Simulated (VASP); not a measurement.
Input of a VASP 6.6.1 run:

Contents of INCAR:

```
PREC     = Accurate       # precision mode
ENCUT    = 520            # plane-wave cutoff, eV
EDIFF    = 1E-8           # SCF threshold, eV
ISMEAR   = 0              # smearing method
SIGMA    = 0.01           # smearing width, eV
LREAL    = F              # projectors in reciprocal space
LASPH    = T              # aspherical terms in the spheres
NELM     = 100            # most SCF steps
ALGO     = Normal         # electronic algorithm
ISIF     = 2              # what is computed and relaxed
LWAVE    = F              # write WAVECAR
LCHARG   = F              # write CHGCAR
GGA      = PE             # functional
LEPSILON = T              # dielectric tensor by DFPT
```

KPOINTS

```
regular mesh
0
Gamma
  8 8 8
```

Contents of POSCAR:

```
MgO
1.0
    0.0000000000      2.1085000000      2.1085000000
    2.1085000000      0.0000000000      2.1085000000
    2.1085000000      2.1085000000      0.0000000000
Mg O
1 1
Direct
    0.0000000000      0.0000000000      0.0000000000
    0.5000000000      0.5000000000      0.5000000000
```

Potentials or basis: VASP PAW PBE potentials, release 64 (Mg, O).

Command:

```bash
$ cat potpaw_PBE.64/Mg/POTCAR potpaw_PBE.64/O/POTCAR > POTCAR
$ mpirun -np 1 vasp_std > vasp.out
```

(1) Estimate the electronic dielectric tensor (diagonal).

(2) What does it give for the Born charges (mean of the diagonal)?

(3) What does it give for the band gap on the k mesh?

Results:

(1) 3.14.

(2) Mg +1.97; O -1.97 e.

(3) 4.69 eV.
